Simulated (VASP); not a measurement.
# HgSe2 (R-3m) in VASP: notebook

The runs below take HgSe2 through single point, relaxation of cell and atoms, with PBE.

Program: VASP 6.6.1. These are calculated values, not measurements. Logs are shortened: lines on timing, memory, paths and dates and some standing lists are left out, and cuts for length are marked.

## Step 1: The cell of the first run

The structure is trigonal, space group R-3m (No. 166). Conventional cell: a = 3.951 Å, b = 3.951 Å, c = 16.191 Å, α = 90.00°, β = 90.00°, γ = 120.00°. Within 4.0 Å of Hg (site symmetry -3m) lie 8 Se at 2.80 to 3.78 Å and 6 Hg at 3.95 Å. Within 4.0 Å of Se (site symmetry 3m) lie 4 Hg at 2.80 to 3.78 Å and 12 Se at 3.14 to 3.96 Å.

## Step 2: Single point, PBE

File INCAR:

```
  ALGO = Normal
  EDIFF = 1E-7
  ENCUT = 520
  GGA = PE
  ISIF = 2
  ISMEAR = 0
  LASPH = True
  LCHARG = False
  LREAL = False
  LWAVE = False
  NBANDS = 19
  NELM = 100
  PREC = Accurate
  SIGMA = 0.1
```

File KPOINTS:

```
k-points
0
Gamma
  12 12 12
```

File POSCAR:

```
HgSe2
1.0
    1.9752812806      1.1404291791      5.3970928223
   -1.9752812806      1.1404291791      5.3970928223
    0.0000000000     -2.2808583581      5.3970928223
Hg Se
1 2
Direct
    0.0000000000      0.0000000000      0.0000000000
    0.7665455169      0.7665455169      0.7665455169
    0.2334544831      0.2334544831      0.2334544831
```

Potentials or basis: VASP PAW PBE potentials, release 64 (Hg, Se).

Run with:

```bash
$ cat potpaw_PBE.64/Hg/POTCAR potpaw_PBE.64/Se/POTCAR > POTCAR
$ mpirun -np 1 vasp_std > vasp.out
```

OUTCAR:

```text
EDIFF = 1E-7
   ENCUT = 520
   GGA = PE
   ISIF = 2
   ISMEAR = 0
   LASPH = True
   LREAL = False
   NELM = 100
   PREC = Accurate

 ion  position               nearest neighbor table
   1  0.000  0.000  0.000-   2 2.80   3 2.80   2 2.80   2 2.80   3 2.80   3 2.80
   2  0.767  0.767  0.767-   1 2.80   1 2.80   1 2.80
   3  0.233  0.233  0.233-   1 2.80   1 2.80   1 2.80

  LATTYP: Found a trigonal (rhomboedric) cell.
 ALAT       =     5.8592598323
 COS(alpha) =     0.7726984607

  Lattice vectors:

 A1 = (   1.9752812806,   1.1404291791,   5.3970928223)
 A2 = (  -1.9752812806,   1.1404291791,   5.3970928223)
 A3 = (   0.0000000000,  -2.2808583581,   5.3970928223)

Analysis of symmetry for initial positions (statically):
=====================================================================
 Subroutine PRICEL returns:
 Original cell was already a primitive cell.

 Routine SETGRP: Setting up the symmetry group for a
 trigonal (rhombohedral) supercell.

 Subroutine GETGRP returns: Found 12 space group operations
 (whereof 12 operations were pure point group operations)
 out of a pool of 12 trial point group operations.

The static configuration has the point symmetry D_3d.

Analysis of symmetry for dynamics (positions and initial velocities):
=====================================================================
 Subroutine PRICEL returns:
 Original cell was already a primitive cell.

 Routine SETGRP: Setting up the symmetry group for a
 trigonal (rhombohedral) supercell.

 Subroutine GETGRP returns: Found 12 space group operations
 (whereof 12 operations were pure point group operations)
 out of a pool of 12 trial point group operations.

The dynamic configuration has the point symmetry D_3d.

 Subroutine INISYM returns: Found 12 space group operations
 (whereof 12 operations are pure point group operations),
 and found     1 'primitive' translations

----------------------------------------------------------------------------------------

                                     Primitive cell

  volume of cell :      72.9472

  direct lattice vectors                    reciprocal lattice vectors
     1.975281281  1.140429179  5.397092822     0.253128506  0.146143811  0.061761645
    -1.975281281  1.140429179  5.397092822    -0.253128506  0.146143811  0.061761645
     0.000000000 -2.280858358  5.397092822     0.000000000 -0.292287622  0.061761645

  length of vectors
     5.859259832  5.859259832  5.859259832     0.298741619  0.298741619  0.298741619

  position of ions in fractional coordinates (direct lattice)
     0.000000000  0.000000000  0.000000000
     0.766545517  0.766545517  0.766545517
     0.233454483  0.233454483  0.233454483

  ion indices of the primitive-cell ions
   primitive index   ion index
                 1           1
                 2           2
                 3           3

----------------------------------------------------------------------------------------

 KPOINTS: k-points

Automatic generation of k-mesh.
 Grid dimensions read from file:
 generate k-points for:   12   12   12

 Generating k-lattice:

  Cartesian coordinates                     Fractional coordinates (reciprocal lattice)
     0.021094042  0.012178651  0.005146804     0.083333333 -0.000000000  0.000000000
    -0.021094042  0.012178651  0.005146804    -0.000000000  0.083333333  0.000000000
     0.000000000 -0.024357302  0.005146804     0.000000000  0.000000000  0.083333333

  Length of vectors
     0.024895135  0.024895135  0.024895135

  Shift w.r.t. Gamma in fractional coordinates (k-lattice)
     0.000000000  0.000000000  0.000000000

 Subroutine IBZKPT returns following result:
 ===========================================

 Found    189 irreducible k-points:

 Following reciprocal coordinates:
            Coordinates               Weight
  0.000000  0.000000  0.000000      1.000000
  0.083333 -0.000000  0.000000      6.000000
  0.166667  0.000000  0.000000      6.000000
  0.250000  0.000000 -0.000000      6.000000
  0.333333  0.000000  0.000000      6.000000
  0.416667  0.000000  0.000000      6.000000
[... 16 lines left out ...]
  0.500000  0.166667  0.000000     12.000000
 -0.416667  0.166667  0.000000     12.000000
 [... further k-points ...]
   k-points           NKPTS =    189   k-points in BZ     NKDIM =    189   number of bands    NBANDS=     19
   number of dos      NEDOS =    301   number of ions     NIONS =      3
   total plane-waves  NPLWV = 110592
   dimension x,y,z NGX =    48 NGY =   48 NGZ =   48
   dimension x,y,z NGXF=    96 NGYF=   96 NGZF=   96
   ions per type =               1   2
   NGX,Y,Z   is equivalent  to a cutoff of  13.62, 13.62, 13.62 a.u.
   NGXF,Y,Z  is equivalent  to a cutoff of  27.24, 27.24, 27.24 a.u.
 SYSTEM =  unknown system
   PREC   = accura    normal or accurate (medium, high low for compatibility)
   ISTART =      0    job   : 0-new  1-cont  2-samecut
   ICHARG =      2    charge: 1-file 2-atom 10-const
   ISPIN  =      1    spin polarized calculation?
   LNONCOLLINEAR =      F non collinear calculations
   LSORBIT =      F    spin-orbit coupling
   LASPH  =      T    aspherical Exc in radial PAW
   ENCUT  =  520.0 eV  38.22 Ry    6.18 a.u.  10.89 10.89 10.89*2*pi/ulx,y,z
   NELM   =    100;   NELMIN=  2; NELMDL= -5     # of ELM steps
   EDIFF  = 0.1E-06   stopping-criterion for ELM
   LREAL  =      F    real-space projection
   EDIFFG = 0.1E-05   stopping-criterion for IOM
   NSW    =      0    number of steps for IOM
   IBRION =     -1    ionic relax: 0-MD 1-quasi-New 2-CG
   NFREE  =      0    steps in history (QN), initial steepest desc. (CG)
   ISIF   =      2    stress and relaxation
   ISYM   =      2    0-nonsym 1-usesym 2-fastsym
   POTIM  = 0.5000    time-step for ionic-motion
   TEBEG  =    0.0;   TEEND  =   0.0 temperature during run
   PSTRESS=    0.0 pullay stress
   NELECT =      24.0000    total number of electrons
   NUPDOWN=      -1.0000    fix difference up-down
   EMIN   =  10.00;   EMAX   =-10.00  energy-range for DOS
   EFERMI =   0.00;   METHOD = LEGACY
   ISMEAR =     0;   SIGMA  =   0.10  broadening in eV -4-tet -1-fermi 0-gaus
   EFERMI_NEDOS =   21; number of points for ismear=-14 and -15
   IALGO  =     38    algorithm
   IMIX   =      4    mixing-type and parameters
     AMIX     =   0.40;   BMIX     =  1.00
     AMIX_MAG =   1.60;   BMIX_MAG =  1.00
  volume/ion in A,a.u.               =      24.32       164.09
  Fermi-wavevector in a.u.,A,eV,Ry     =   1.130167  2.135705 17.378400  1.277276
  Thomas-Fermi vector in A             =   2.266862
   LORBIT       =      0    0 simple, 1 ext, 2 COOP (PROOUT), +10 PAW based schemes
   GGA     = PE    functional components
   LHFCALC =     F    Hartree Fock is set to
   AEXX    =    0.0000 exact exchange contribution
   IVDW    =     0    specifies the selected vdW correction
   LEPSILON=     F    determine dielectric tensor
   LRPA    =     F    only Hartree local field effects (RPA)
 non-spin polarized calculation
 Gauss-broadening in eV      SIGMA  =   0.10
  energy-cutoff  :      520.00
  volume of cell :       72.95
 maximum number of plane-waves:      1994
 NGX is ok and might be reduce to    48
   NGX = 21   NGY = 21   NGZ = 21

 number of electron      23.9999999 magnetization

 Free energy of the ion-electron system (eV)
  ---------------------------------------------------
  ext. energy  EPLUGINS =         0.00000000
  ---------------------------------------------------
  free energy    TOTEN  =        -6.51502920 eV

  energy without entropy =       -6.50428518  energy(sigma->0) =       -6.50965719

 E-fermi :   2.9433     XC(G=0):  -9.8922

 val. band max:        2.9419907301   @ k =  -0.2500   0.5000   0.0833
 cond. band min:       2.9444866927   @ k =  -0.3333   0.0833   0.0000
 fundamental gap:      0.0024959626
 Fermi energy:         2.9433406578

 k-point     1 :       0.0000    0.0000    0.0000
  band No.  band energies     occupation
      1     -11.0357      2.00000
      2      -8.8976      2.00000
      3      -4.2705      2.00000
      4      -4.1572      2.00000
      5      -4.1572      2.00000
      6      -3.6309      2.00000
[... 11 lines left out ...]
     18      11.9085      0.00000
     19      12.1905      0.00000

 k-point     2 :       0.0833   -0.0000    0.0000
  band No.  band energies     occupation
      1     -10.9786      2.00000
      2      -8.9228      2.00000
      3      -4.2293      2.00000
      4      -4.1419      2.00000
      5      -4.1078      2.00000
      6      -3.6388      2.00000
[... 11 lines left out ...]
     18      12.0782      0.00000
     19      12.3248      0.00000

 k-point     3 :       0.1667    0.0000    0.0000
  band No.  band energies     occupation
      1     -10.8146      2.00000
      2      -8.9897      2.00000
      3      -4.1594      2.00000
      4      -4.1063      2.00000
      5      -3.9466      2.00000
      6      -3.6588      2.00000
[... 11 lines left out ...]
     18      11.9300      0.00000
     19      12.6979      0.00000

 k-point     4 :       0.2500    0.0000   -0.0000
  band No.  band energies     occupation
      1     -10.5672      2.00000
      2      -9.0794      2.00000
      3      -4.1009      2.00000
      4      -4.0766      2.00000
      5      -3.7745      2.00000
      6      -3.6542      2.00000
[... 11 lines left out ...]
     18      11.5736      0.00000
     19      12.2580      0.00000

 k-point     5 :       0.3333    0.0000    0.0000
  band No.  band energies     occupation
      1     -10.2808      2.00000
      2      -9.1750      2.00000
      3      -4.0701      2.00000
      4      -4.0655      2.00000
      5      -3.8248      2.00000
      6      -3.5271      2.00000
[... 11 lines left out ...]
     18      11.3678      0.00000
     19      12.6850      0.00000
[... 334 lines left out ...]
      2      -9.1874      2.00000
      3      -4.1089      2.00000
      4      -3.9370      2.00000
      5      -3.8035      2.00000
      6      -3.6225      2.00000
[... 11 lines left out ...]
     18      11.0067      0.00000
     19      12.5869      0.00000

 k-point    22 :       0.4167    0.1667    0.0000
  band No.  band energies     occupation
      1     -10.1243      2.00000
      2      -9.2536      2.00000
      3      -4.1129      2.00000
      4      -3.9268      2.00000
      5      -3.7870      2.00000
      6      -3.6070      2.00000
[... 11 lines left out ...]
     18      11.0083      0.00000
     19      12.5133      0.00000

 k-point    23 :       0.5000    0.1667    0.0000
  band No.  band energies     occupation
      1      -9.9004      2.00000
      2      -9.3210      2.00000
      3      -4.0765      2.00000
      4      -3.9429      2.00000
      5      -3.8949      2.00000
      6      -3.5405      2.00000
[... 11 lines left out ...]
     18      11.5198      0.00000
     19      12.6922      0.00000

 k-point    24 :      -0.4167    0.1667    0.0000
  band No.  band energies     occupation
      1      -9.7992      2.00000
      2      -9.3692      2.00000
      3      -4.0539      2.00000
      4      -3.9573      2.00000
      5      -3.9184      2.00000
      6      -3.5016      2.00000
[... 11 lines left out ...]
     18      12.0057      0.00000
     19      12.8691      0.00000

 [... further k-points ...]
[... 5 lines left out ...]
  --------------------------------------------------------------------------------------
  -------------------------------------------------------------------------------------
  Total        0.1319050      0.1319050      0.1467976     -0.0000000      0.0000000      0.0000000
  in kB        2.8970989      2.8970989      3.2241932     -0.0000000      0.0000000      0.0000000
  external PRESSURE =       3.0061303 kB  Pullay stress =       0.0000000 kB

 VOLUME and BASIS-vectors are now :
 -----------------------------------------------------------------------------
  energy-cutoff  :      520.00
  volume of cell :       72.95
      direct lattice vectors                 reciprocal lattice vectors
     1.975281281  1.140429179  5.397092822     0.253128506  0.146143811  0.061761645
    -1.975281281  1.140429179  5.397092822    -0.253128506  0.146143811  0.061761645
     0.000000000 -2.280858358  5.397092822     0.000000000 -0.292287622  0.061761645

 POSITION                                       TOTAL-FORCE (eV/Angst)
 -----------------------------------------------------------------------------------
      0.00000      0.00000      0.00000         0.000000      0.000000      0.000000
      0.00000      0.00000     12.41135         0.000000      0.000000      0.043705
      0.00000      0.00000      3.77993         0.000000     -0.000000     -0.043705
 -----------------------------------------------------------------------------------
    total drift:                                0.000000      0.000000     -0.000000

  FREE ENERGIE OF THE ION-ELECTRON SYSTEM (eV)
  ---------------------------------------------------
  free  energy   TOTEN  =        -6.5150291963 eV

  energy  without entropy=       -6.5042851807  energy(sigma->0) =       -6.50965719
```

It took 12 min on 1 thread of AMD EPYC 7R13, shared host; peak memory 0.5 GiB.

Results:

```
Free energy            : -6.5150 eV
Pressure               : 0.3 GPa
Largest force          : 0.044 eV/Å
Band gap on the k mesh : zero (bands 12 and 13 overlap by 1.91 eV)
```

Forces in eV/Å, atoms in the order of the input:
```
Hg   0.000  0.000  0.000
Se   0.000  0.000  0.044
Se   0.000  0.000 -0.044
```

Levels at points of the mesh, in eV from the Fermi level:
```tsv
k point	band 8	band 9	band 10	band 11	band 12	band 13	band 14	band 15	band 16	band 17
(0.00, 0.00, 0.00)	-4.83	-0.49	-0.49	-0.24	-0.24	0.13	1.58	4.28	6.16	6.16
(0.50, 0.00, 0.00)	-4.44	-4.06	-2.21	-1.48	-1.23	-1.17	3.06	4.69	7.54	8.48
(0.50, 0.50, 0.00)	-5.38	-4.50	-2.60	-0.80	0.74	0.76	0.89	4.53	6.49	6.58
(0.50, 0.50, 0.50)	-3.74	-2.46	-1.30	-1.30	0.50	0.50	4.37	4.80	7.31	7.31
```

Caveat: spin-orbit coupling is left out, which moves the levels of the heavy elements.

(Part 1 of 2 ends here.)
